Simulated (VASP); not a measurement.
Set up this calculation in VASP 6.6.1, as the native input.

- Task: single point
- Functional: PBE
- Potentials or basis: VASP PAW PBE potentials, release 64 (Li_sv)
- Cutoff: 520 eV
- k mesh: 13 × 13 × 13
- Occupations: fermi-dirac, width 0.08 eV
- Spin: no spin polarisation
- Dipole correction: no
- Further INCAR settings: ALGO = Normal; EDIFF = 1e-06; NBANDS = 8

The structure of Li lies in POSCAR:

```
Li
1.0
   -0.0220200000      2.1909900000      2.1909900000
    2.1909900000     -0.0220200000      2.1909900000
    2.1909900000      2.1909900000     -0.0220200000
Li
1
Direct
    0.0000000000      0.0000000000      0.0000000000
```

This cell differs from its parent crystal: equal xy, yz and zx shear strains of -1 %.

One way to write it, as run:

INCAR

```
SYSTEM = Li
PREC = Accurate ; ENCUT = 520
EDIFF = 1E-6 ; ISMEAR = -1
SIGMA = 0.08 ; LREAL = .False.
LASPH = .True. ; NELM = 100
ALGO = Normal ; ISIF = 2
LWAVE = .False. ; LCHARG = .False.
GGA = PE ; NBANDS = 8
```

KPOINTS

```
regular mesh
0
Gamma
  13 13 13
  0 0 0
```

Potentials or basis: VASP PAW PBE potentials, release 64 (Li_sv).

Command:

```sh
$ cat potpaw_PBE.64/Li_sv/POTCAR > POTCAR
$ mpirun -np 1 vasp_std > vasp.out
```

Run time: 19 s on 1 thread of Intel(R) Xeon(R) Platinum 8259CL CPU @ 2.50GHz (Skylake/Cascade Lake) (shared host), peak memory 0.15 GiB.
